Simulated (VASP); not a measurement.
Here is a VASP 6.6.1 calculation.

File INCAR:

```
ALGO = Normal
EDIFF = 1E-6
ENCUT = 520
GGA = PE
ISIF = 2
ISMEAR = 0
LASPH = True
LCHARG = False
LREAL = False
LWAVE = False
NBANDS = 46
NELM = 80
PREC = Accurate
SIGMA = 0.02
```

KPOINTS

```
k-points
0
Gamma
  6 6 2
```

POSCAR

```
ZnCd3Te4
1.0
    4.6413960130      0.0000000000      0.0000000000
    0.0000000000      4.6413960130      0.0000000000
    0.0000000000      0.0000000000     13.1897834301
Zn Cd Te
1 3 4
Direct
    0.0000000000      0.0000000000      0.0000000000
    0.5000000000      0.5000000000      0.7589550000
    0.0000000000      0.0000000000      0.5000000000
    0.5000000000      0.5000000000      0.2410450000
    0.5000000000      0.0000000000      0.6294940000
    0.0000000000      0.5000000000      0.3705060000
    0.5000000000      0.0000000000      0.1109910000
    0.0000000000      0.5000000000      0.8890090000
```

Potentials or basis: VASP PAW PBE potentials, release 64 (Zn, Cd, Te).

The run is started by

```bash
$ cat potpaw_PBE.64/Zn/POTCAR potpaw_PBE.64/Cd/POTCAR potpaw_PBE.64/Te/POTCAR > POTCAR
$ mpirun -np 1 vasp_std > vasp.out
```

(1) Estimate the pressure.

(2) Estimate the band gap on the k mesh.

Answers

(1) -0.9 GPa.

(2) 0.54 eV.

Caveat: semilocal functionals underestimate gaps, and a narrow one can read as zero; spin-orbit coupling is left out, which moves the levels of the heavy elements.
